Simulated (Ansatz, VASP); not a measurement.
# InWS4: VASP beside Ansatz

```
In W S
1.0
     4.36685    0.00000    0.00000
    -2.18343    3.78180    0.00000
     0.00000    0.00000    8.33840
In W S
1 1 4
Direct
  0.00000 0.00000 0.42393
  0.00000 0.00000 0.75323
  0.33333 0.66667 0.75769
  0.66667 0.33333 0.75769
  0.33333 0.66667 0.26390
  0.66667 0.33333 0.26390
```

Alike in both runs: functional PBE; k mesh 12 × 12 × 6; occupations gaussian, width 0.1 eV; no spin polarisation.

Ansatz relaxed the structure, and its values are those at the end. VASP's run is a single point on that final structure, the one shown.

|  | VASP | Ansatz |
| --- | --- | --- |
| version | VASP 6.6.1 | Ansatz 0.2.0 |
| potentials or method | VASP PAW PBE potentials, release 64 (In_d, W_sv, S), cutoff 520 eV | scalar-relativistic, plane waves, PAW |
| valence electrons in the cell | 51 | 51 |

```tsv
	VASP	Ansatz	Ansatz less VASP
gap on the k mesh at the Fermi level (eV)	none	none	-
pressure (GPa)	0.0	0.0	+0.03
```

A gap of «none» marks a metal or a gap that the smearing closes.

Spin-orbit coupling is off throughout.
